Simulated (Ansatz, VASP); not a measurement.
TePb: VASP beside Ansatz

POSCAR

```
TePb
1.0
    0.0000000000      3.2310000000      3.2310000000
    3.2310000000      0.0000000000      3.2310000000
    3.2310000000      3.2310000000      0.0000000000
Pb Te
1 1
Direct
    0.0000000000      0.0000000000      0.0000000000
    0.5000000000      0.5000000000      0.5000000000
```

The input INCAR.step1:

```
ALGO = Normal
EDIFF = 1E-4
ENCUT = 600
GGA = PE
ISMEAR = -1
LASPH = True
LCHARG = False
LREAL = False
LWAVE = True
NELM = 80
PREC = Accurate
SIGMA = 0.05
```

The input INCAR.step2:

```
ALGO = Normal
EDIFF = 1E-6
EDIFFG = -0.01
ENCUT = 600
IBRION = 2
ISIF = 3
ISMEAR = -1
ISTART = 1
IVDW = 12
LASPH = True
LCHARG = False
LMIXTAU = True
LREAL = False
LWAVE = False
METAGGA = R2SCAN
NELM = 80
NSW = 60
PREC = Accurate
SIGMA = 0.05
VDW_A1 = 0.49484001
VDW_A2 = 5.73083694
VDW_S6 = 1.0
VDW_S8 = 0.78981345
```

Contents of KPOINTS:

```
k-points
0
Gamma
  7 7 7
```

input.yaml

```yaml
crystal:
  lattice:
    - [0.0, 3.231, 3.231]
    - [3.231, 0.0, 3.231]
    - [3.231, 3.231, 0.0]
  atoms:
    - { symbol: Pb, position: [0.0, 0.0, 0.0] }
    - { symbol: Te, position: [0.5, 0.5, 0.5] }
hamiltonian:
  xc: r2scan
  pseudopotentials: { kind: paw }
  dispersion: d3bj
kpoints:
  mp_grid: { grid: [7, 7, 7] }
scf:
  occupations: { method: fermi_dirac, width: 0.05 }
output:
  forces: true
  stress: true
relax:
  f_tol: 0.01
  max_steps: 40
  cell: { stress_tol: 0.05 }
```

Alike in both runs: task relaxation of cell and atoms; functional r2SCAN; dispersion D3(BJ); k mesh 7 × 7 × 7; occupations fermi-dirac, width 0.05 eV; no spin polarisation.

|  | VASP | Ansatz |
| --- | --- | --- |
| version | VASP 6.6.1 | Ansatz 0.2.0 |
| potentials or method | VASP PAW PBE potentials, release 64 (Pb_d, Te) | Ansatz PAW |
| plane-wave cutoff (eV) | 600 | 500 |
| valence electrons in the cell | 20 | 30 |

|  | VASP | Ansatz | Ansatz less VASP |
| --- | --- | --- | --- |
| relaxed volume (Å³/atom) | 34.20 | 34.20 | -0.007 |
| relaxed cell length with the largest relative difference (Å) | 4.591 | 4.590 | -0.0003 |

VASP's potentials were made for PBE, not for r2SCAN. VASP's potentials hold 20 valence electrons a cell and Ansatz's 30, so a difference there can come from the potentials and not from the codes.

Spin-orbit coupling is off throughout. Noted on Ansatz's run: the plane-wave basis is chosen anew once the cell has moved, so the energies of steps on either side of that aren't comparable.
